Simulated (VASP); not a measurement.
Write the native input for VASP 6.6.1 that does the following.

| Quantity | Value |
| --- | --- |
| Task | single point |
| Functional | PBE |
| Potentials or basis | VASP PAW PBE potentials, release 64 (Ge_d) |
| Cutoff | 520 eV |
| k mesh | 14 × 14 × 14 |
| Occupations | gaussian, width 0.15 eV |
| Spin | no spin polarisation |
| Dipole correction | no |
| Further INCAR settings | ALGO = Normal; EDIFF = 1e-07; NBANDS = 21 |

The structure of Ge lies in POSCAR:

```
Ge
1.0
   -0.0864160431      2.8805347716      2.8229240762
    2.8805347716     -0.0864160431      2.8229240762
    2.7941187285      2.7941187285      0.0000000000
Ge
2
Direct
    0.5000000000      0.5000000000      0.5000000000
    0.7500000000      0.7500000000      0.7500000000
```

This cell differs from its parent crystal: engineering shear strain xy -0.0600, normal strain along z -0.0200.

The input as run:

INCAR

```
PREC = Accurate
ENCUT = 520
EDIFF = 1E-7
ISMEAR = 0
SIGMA = 0.15
LREAL = F
LASPH = T
NELM = 80
ALGO = Normal
ISIF = 2
LWAVE = F
LCHARG = T
GGA = PE
LELF = T
LVHAR = T
NBANDS = 21
```

KPOINTS

```
regular mesh
0
Gamma
  14 14 14
```

Potentials or basis: VASP PAW PBE potentials, release 64 (Ge_d).

Command:

```sh
$ cat potpaw_PBE.64/Ge_d/POTCAR > POTCAR
$ mpirun -np 1 vasp_std > vasp.out
```

It gave:

The pressure is 1.6 GPa. The largest force is 0.493 eV/Å. The band gap on the k mesh is zero (bands 14 and 15 overlap by 0.15 eV).

Caveat: the cell differs from its parent crystal (engineering shear strain xy -0.0600, normal strain along z -0.0200); semilocal functionals underestimate gaps, and a narrow one can read as zero.

Wall time 3.1 min on 1 thread of Intel(R) Xeon(R) 6975P-C (Granite Rapids), with other jobs on the host, peak memory 0.42 GiB.
